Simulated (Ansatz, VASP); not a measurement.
## One calculation of C, two programs

File INCAR:

```
SYSTEM = C
ALGO = Normal
EDIFF = 1E-6
ENCUT = 520
GGA = CA
ISIF = 2
ISMEAR = 0
LASPH = .TRUE.
LCHARG = .TRUE.
LELF = .TRUE.
LREAL = .FALSE.
LVHAR = .TRUE.
LWAVE = .FALSE.
NBANDS = 26
NELM = 60
PREC = Accurate
SIGMA = 0.05
```

KPOINTS

```
k-points
0
G
  12 12 4
  0 0 0
```

File POSCAR:

```
C
1.0
    2.5477576841      0.0000000000      0.0000000000
   -1.2738788420      2.2064228771      0.0000000000
    0.0000000000      0.0000000000      7.8306598603
C
8
Direct
    0.0000000000      0.0000000000      0.0973191510
    0.0000000000      0.0000000000      0.5973191510
    0.0000000000      0.0000000000      0.4026808490
    0.0000000000      0.0000000000      0.9026808490
    0.3333333333      0.6666666667      0.1521368824
    0.6666666667      0.3333333333      0.6521368824
    0.3333333333      0.6666666667      0.3478631176
    0.6666666667      0.3333333333      0.8478631176
```

Input for Ansatz:

```yaml
crystal:
  lattice:
    - [2.5477576841, 0.0, 0.0]
    - [-1.273878842, 2.2064228771, 0.0]
    - [0.0, 0.0, 7.8306598603]
  atoms:
    - { symbol: C, position: [0.0, 0.0, 0.097319151] }
    - { symbol: C, position: [0.0, 0.0, 0.597319151] }
    - { symbol: C, position: [0.0, 0.0, 0.402680849] }
    - { symbol: C, position: [0.0, 0.0, 0.902680849] }
    - { symbol: C, position: [0.3333333333, 0.6666666667, 0.1521368824] }
    - { symbol: C, position: [0.6666666667, 0.3333333333, 0.6521368824] }
    - { symbol: C, position: [0.3333333333, 0.6666666667, 0.3478631176] }
    - { symbol: C, position: [0.6666666667, 0.3333333333, 0.8478631176] }
basis:
  ecutwfc: 520.0
kpoints:
  mp_grid: { grid: [12, 12, 4] }
hamiltonian:
  xc: lda
  pseudopotentials: { kind: paw, azcp: { folder: soft_1 } }
scf:
  occupations: { method: gaussian, width: 0.05 }
output:
  forces: true
  stress: true
  eigenvalues: true
```

Change from the starting cell: mode 21 frozen in at +0.036 Å, strain +e along z and -e/2 along x and y -0.0467.

Alike in both runs: task single point; functional LDA; k mesh 12 × 12 × 4; occupations gaussian, width 0.05 eV; no spin polarisation.

```csv
,VASP,Ansatz
version,VASP 6.6.1,Ansatz 0.2.0
potentials or method,"VASP PAW LDA potentials, release 64 (C), cutoff 520 eV","scalar-relativistic, plane waves, PAW"
valence electrons in the cell,32,32
```

|  | VASP | Ansatz | Ansatz less VASP |
| --- | --- | --- | --- |
| gap on the k mesh at the Fermi level (eV) | 2.83 | 2.84 | +0.015 |
| least direct gap on the mesh (eV) | 4.27 | 4.28 | +0.007 |
| pressure (GPa) | 3.9 | 2.2 | -1.71 |
| traceless stress, the component that is largest in VASP (GPa) | 56.18 | 56.17 | -0.008 |
| rms of the force components (eV/Å) | 1.185 | 1.191 | +0.0059 |

Ansatz warns that its potentials were made for another functional, while VASP's fit it. LDA's correlation is that of Perdew and Zunger in VASP and of Perdew and Wang (1992) in Ansatz. Atom by atom the forces differ by 0.006 eV/Å (rms over components).
